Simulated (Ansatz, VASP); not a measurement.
## YN: VASP beside Ansatz

POSCAR

```
YN
1.0
    3.4485600000      0.0000000000      0.0000000000
    1.7242800000      2.9865405665      0.0000000000
    1.7242800000      0.9955135222      2.8157374491
Y N
1 1
Direct
    0.0000000000      0.0000000000      0.0000000000
    0.5000000000      0.5000000000      0.5000000000
```

INCAR.step1

```
SYSTEM = YN
PREC = Accurate ; ENCUT = 520
EDIFF = 1E-5 ; ISMEAR = 0
SIGMA = 0.01 ; LREAL = .False.
LASPH = .True. ; NELM = 120
ALGO = Normal ; ISIF = 2
LWAVE = .True. ; GGA = PE
NBANDS = 15 ; GGA_COMPAT = .False.
```

Contents of INCAR.step2:

```
SYSTEM = YN
PREC = Accurate ; ENCUT = 520
EDIFF = 1E-6 ; ISMEAR = 0
SIGMA = 0.01 ; LREAL = .False.
LASPH = .True. ; NELM = 120
ALGO = Normal ; ISIF = 2
LWAVE = .False. ; LCHARG = .True.
GGA = PE ; LHFCALC = .True.
HFSCREEN = 0.2079 ; PRECFOCK = Normal
LELF = .True. ; LVHAR = .True.
ISTART = 1 ; NBANDS = 15
GGA_COMPAT = .False.
```

KPOINTS

```
Automatic mesh
0
Gamma
  4 4 4
  0 0 0
```

Input for Ansatz:

```yaml
crystal:
  lattice:
    - [3.44856, 0.0, 0.0]
    - [1.7242800000000005, 2.9865405664748637, 0.0]
    - [1.7242800000000005, 0.995513522158288, 2.8157374491241187]
  atoms:
    - { symbol: "Y", position: [0.0, 0.0, 0.0] }
    - { symbol: "N", position: [0.5, 0.49999999999999994, 0.5] }
kpoints:
  mp_grid:
    grid: [4, 4, 4]
hamiltonian:
  xc: hse06
scf:
  occupations:
    method: fixed
output:
  eigenvalues: true
```

Alike in both runs: task single point; functional HSE06; k mesh 4 × 4 × 4; no spin polarisation.

```csv
,VASP,Ansatz
version,VASP 6.6.1,Ansatz 0.2.0
potentials or method,"VASP PAW PBE potentials, release 64 (Y_sv, N)","plane waves, PAW"
plane-wave cutoff (eV),520,420
occupations,"gaussian, width 0.01 eV",fixed
valence electrons in the cell,16,16
```

```tsv
	VASP	Ansatz	Ansatz less VASP
gap on the k mesh at the Fermi level (eV)	1.07	1.06	-0.002
```

The k mesh is coarse, so the values compare programs but aren't converged.
